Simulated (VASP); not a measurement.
# BaF2 (Fm-3m) in VASP: further runs, part 2 of 2

VASP 6.6.1.

### 3 Relaxation of cell and atoms, PBE

This run uses another cell than the first one, of 20.11 Å³/atom.

File INCAR:

```
PREC     = Accurate       # precision mode
ENCUT    = 600            # plane-wave cutoff, eV
EDIFF    = 1E-7           # SCF threshold, eV
ISMEAR   = 0              # smearing method
SIGMA    = 0.02           # smearing width, eV
LREAL    = F              # projectors in reciprocal space
LASPH    = T              # aspherical terms in the spheres
NELM     = 120            # most SCF steps
ALGO     = Normal         # electronic algorithm
ISIF     = 3              # what is computed and relaxed
LWAVE    = F              # write WAVECAR
LCHARG   = F              # write CHGCAR
GGA      = PE             # functional
IBRION   = 2              # ionic algorithm
NSW      = 100            # ionic steps
EDIFFG   = -0.005         # ionic threshold
GGA_COMPAT= F            
NELMIN   = 4
```

File KPOINTS:

```
regular mesh
0
Gamma
  6 6 6
```

File POSCAR:

```
BaF2
1.0
    0.0000000000      3.1128654085      3.1128654085
    3.1128654085      0.0000000000      3.1128654085
    3.1128654085      3.1128654085      0.0000000000
Ba F
1 2
Direct
    0.0000000000      0.0000000000      0.0000000000
    0.2500000000      0.2500000000      0.2500000000
    0.7500000000      0.7500000000      0.7500000000
```

Potentials or basis: VASP PAW PBE potentials, release 64 (Ba_sv, F).

The run is started by

```bash
cat potpaw_PBE.64/Ba_sv/POTCAR potpaw_PBE.64/F/POTCAR > POTCAR
mpirun -np 1 vasp_std > vasp.out
```

OUTCAR:

```text
PREC = Accurate
   ENCUT = 600
   EDIFF = 1E-7
   ISMEAR = 0
   LREAL = F
   LASPH = T
   NELM = 120
   ISIF = 3
   GGA = PE
   IBRION = 2
   NSW = 100
   EDIFFG = -0.005
   NELMIN = 4

 ion  position               nearest neighbor table
   1  0.000  0.000  0.000-   3 2.70   3 2.70   3 2.70   2 2.70   3 2.70   2 2.70   2 2.70   2 2.70

   2  0.250  0.250  0.250-   1 2.70   1 2.70   1 2.70   1 2.70
   3  0.750  0.750  0.750-   1 2.70   1 2.70   1 2.70   1 2.70

  LATTYP: Found a face centered cubic cell.
 ALAT       =     6.2257308170

  Lattice vectors:

 A1 = (   0.0000000000,   3.1128654085,   3.1128654085)
 A2 = (   3.1128654085,   0.0000000000,   3.1128654085)
 A3 = (   3.1128654085,   3.1128654085,   0.0000000000)

Analysis of symmetry for initial positions (statically):
=====================================================================
 Subroutine PRICEL returns:
 Original cell was already a primitive cell.

[... 207 lines left out ...]

  energy without entropy =      -17.13015027  energy(sigma->0) =      -17.13015027

 E-fermi :  -2.1099     XC(G=0):  -8.5212

 val. band max:       -2.2343595616   @ k =  -0.1667   0.1667   0.0000
 cond. band min:       4.3645184575   @ k =   0.0000   0.0000   0.0000
 fundamental gap:      6.5988780191
 Fermi energy:        -2.1099159698

 k-point     1 :       0.0000    0.0000    0.0000
  band No.  band energies     occupation
      1     -25.4373      2.00000
      2     -21.1008      2.00000
      3     -21.0983      2.00000
      4     -10.3250      2.00000
      5     -10.3250      2.00000
      6     -10.3250      2.00000
[... 281 lines left out ...]
      3     -21.2551      2.00000
      4     -10.6664      2.00000
      5     -10.5405      2.00000
      6     -10.3102      2.00000
[... 8 lines left out ...]
     15       7.5787      0.00000
     16       8.0376      0.00000

------------------------ aborting loop because EDIFF is reached ----------------------------------------

  FORCE on cell =-STRESS in cart. coord.  units (eV):
  Direction    XX          YY          ZZ          XY          YZ          ZX
  --------------------------------------------------------------------------------------
  -------------------------------------------------------------------------------------
  Total       -0.0139701     -0.0139701     -0.0139701      0.0000000      0.0000000     -0.0000000
  in kB       -0.3610944     -0.3610944     -0.3610944      0.0000000      0.0000000     -0.0000000
  external PRESSURE =      -0.3610944 kB  Pullay stress =       0.0000000 kB

 VOLUME and BASIS-vectors are now :
 -----------------------------------------------------------------------------
  energy-cutoff  :      600.00
  volume of cell :       61.99
      direct lattice vectors                 reciprocal lattice vectors
     0.000000000  3.141130982  3.141130982    -0.159178335  0.159178335  0.159178335
     3.141130982  0.000000000  3.141130982     0.159178335 -0.159178335  0.159178335
     3.141130982  3.141130982 -0.000000000     0.159178335  0.159178335 -0.159178335

 POSITION                                       TOTAL-FORCE (eV/Angst)
 -----------------------------------------------------------------------------------
      3.14113      3.14113      6.28226        -0.000000      0.000000     -0.000000
      1.57057      1.57057      1.57057        -0.000000      0.000000     -0.000000
      4.71170      4.71170      4.71170         0.000000     -0.000000      0.000000
 -----------------------------------------------------------------------------------
    total drift:                                0.000000      0.000000      0.000000

  FREE ENERGIE OF THE ION-ELECTRON SYSTEM (eV)
  ---------------------------------------------------
  free  energy   TOTEN  =       -17.1301502691 eV

  energy  without entropy=      -17.1301502691  energy(sigma->0) =      -17.13015027

 reached required accuracy - stopping structural energy minimisation
```

OSZICAR:

```text
N       E                     dE             d eps       ncg     rms          rms(c)
DAV:   1     0.166176276679E+03    0.16618E+03   -0.13921E+04   512   0.155E+03
DAV:   2    -0.122419505501E+02   -0.17842E+03   -0.17284E+03   648   0.308E+02
DAV:   3    -0.187910443850E+02   -0.65491E+01   -0.65421E+01   720   0.676E+01
[... 20 lines left out ...]
DAV:   6    -0.171301452842E+02   -0.87160E-04   -0.14521E-04   640   0.117E-01    0.157E-02
DAV:   7    -0.171301486637E+02   -0.33794E-05   -0.13390E-05   672   0.256E-02    0.553E-03
DAV:   8    -0.171301500552E+02   -0.13915E-05   -0.23487E-06   512   0.144E-02    0.132E-03
DAV:   9    -0.171301503026E+02   -0.24746E-06   -0.73282E-08   456   0.229E-03    0.912E-04
DAV:  10    -0.171301502691E+02    0.33510E-07   -0.24170E-08   336   0.119E-03
   2 F= -.17130150E+02 E0= -.17130150E+02  d E =-.736249E-02
```

CONTCAR:

```text
BaF2
   1.00000000000000
     0.0000000000000000    3.1411309817257576    3.1411309817257576
     3.1411309817257576    0.0000000000000000    3.1411309817257576
     3.1411309817257576    3.1411309817257576   -0.0000000000000000
  Ba              F
     1     2
Direct
     1.0000000000000000    1.0000000000000000    0.0000000000000000
     0.2500000000000000    0.2500000000000000    0.2500000000000000
     0.7500000000000000    0.7500000000000000    0.7500000000000000

  0.00000000E+00  0.00000000E+00  0.00000000E+00
  0.00000000E+00  0.00000000E+00  0.00000000E+00
  0.00000000E+00  0.00000000E+00  0.00000000E+00
```

Run time: 67 s. Hardware: 1 thread of AMD EPYC 7R43 (Zen 3), shared host; peak memory 0.18 GiB.

What came out:

| Item | Value |
| --- | --- |
| Free energy | -17.1302 eV |
| Relaxed volume | 20.66 Å³/atom |
| Relaxed cell | a = 4.442 Å, b = 4.442 Å, c = 4.442 Å, α = 60.00°, β = 60.00°, γ = 60.00° |
| Space group after relaxing (to 0.1 Å) | Fm-3m (No. 225) |
| Energy gained by relaxing | 2.5 meV/atom |
| Ionic steps | 2 |
| Pressure after relaxing | 0.0 GPa |
| Band gap on the k mesh | 6.60 eV (least direct gap 6.65 eV) |

Step by step:
| step | energy change (eV) | largest force (eV/Å) | pressure (GPa) | volume (Å³) |
| --- | --- | --- | --- | --- |
| 1 | 0.0000 | 0.0000 | 1.50 | 60.33 |
| 2 | -0.0074 | 0.0000 | -0.04 | 61.99 |

Final structure:
```xyz
3
Lattice="0.0000 3.1411 3.1411 3.1411 0.0000 3.1411 3.1411 3.1411 0.0000" Properties=species:S:1:pos:R:3 pbc="T T T"
Ba    3.1411    3.1411    6.2823
F     1.5706    1.5706    1.5706
F     4.7117    4.7117    4.7117
```

Caveat: spin-orbit coupling is left out, which moves the levels of the heavy elements. A k mesh can miss the band edges.
